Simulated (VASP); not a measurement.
Si3C, 4 atoms in the cell. It takes space group R3m (No. 160, trigonal). The conventional cell has a = 3.397 Å, b = 3.397 Å, c = 17.613 Å, α = 90.00°, β = 90.00°, γ = 120.00°. Within 2.5 Å of C (site symmetry 3m) lie 4 Si at 1.91 to 2.04 Å. Within 3.0 Å of Si (site symmetry 3m) lie 4 Si at 2.23 to 2.34 Å. Within 2.7 Å of Si (site symmetry 3m) lie 3 C at 2.04 Å and 1 Si at 2.34 Å. Within 2.5 Å of Si (site symmetry 3m) lie 1 C at 1.91 Å and 3 Si at 2.23 Å. 

| Quantity | Value |
| --- | --- |
| Program | VASP 6.6.1 |
| Task | single point |
| Functional | PBE |
| Potentials or basis | VASP PAW PBE potentials, release 64 (C, Si) |
| Cutoff | 700 eV |
| k mesh | 6 × 6 × 6, shifted |
| Occupations | fermi-dirac, width 0.02 eV |
| Spin | no spin polarisation |
| Dipole correction | no |
| Mended | yes |
| Further INCAR settings | ALGO = Normal; EDIFF = 1e-06; NBANDS = 16; ISYM = -1 |

Potentials or basis: VASP PAW PBE potentials, release 64 (C, Si).

Launch:

```bash
$ cat potpaw_PBE.64/C/POTCAR potpaw_PBE.64/Si/POTCAR > POTCAR
$ mpirun -np 1 vasp_std > vasp.out
```

Hardware: 1 thread of AMD EPYC 7R43 64-Core Processor (Zen 3), with other jobs on the host.

Estimate the wall time of this run.

Run time: 5.5 min on 1 thread of AMD EPYC 7R43 64-Core Processor (Zen 3) (shared host), peak memory 0.43 GiB. Counts: scf iterations 13, k points 108.
